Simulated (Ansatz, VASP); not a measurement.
One calculation of CoHg3, two programs

```
Co Hg
1.0
     4.31247    0.00000    0.00000
     0.00000    4.31247    0.00000
     0.00000    0.00000    4.31247
Co Hg
1 3
Direct
  0.00000 0.00000 0.00000
  0.00000 0.50000 0.50000
  0.50000 0.00000 0.50000
  0.50000 0.50000 0.00000
```

Alike in both runs: functional r2SCAN; k mesh 4 × 4 × 4; occupations gaussian, width 0.1 eV; collinear spin.

Ansatz relaxed the structure, and its values are those at the end. VASP's run is a single point on that final structure, the one shown.

|  | VASP | Ansatz |
| --- | --- | --- |
| version | VASP 6.6.1 | Ansatz 0.2.0 |
| potentials or method | VASP PAW PBE potentials, release 64 (Co, Hg), cutoff 520 eV | scalar-relativistic, plane waves, PAW |
| valence electrons in the cell | 45 | 77 |

|  | VASP | Ansatz | Ansatz less VASP |
| --- | --- | --- | --- |
| gap on the k mesh at the Fermi level (eV) | none | none | - |
| pressure (GPa) | -1.8 | 0.0 | +1.80 |
| net moment per atom (μB) | 0.48 | 0.45 | -0.030 |

VASP's potentials were made for PBE, not for r2SCAN. A gap of «none» marks a metal or a gap that the smearing closes. With one functional, cell and mesh, what is left measures potentials, basis and numerics. VASP's potentials hold 45 valence electrons a cell and Ansatz's 77, so a difference there can come from the potentials and not from the codes.

The k mesh is coarse, so the values compare programs but aren't converged. Spin-orbit coupling is off throughout.
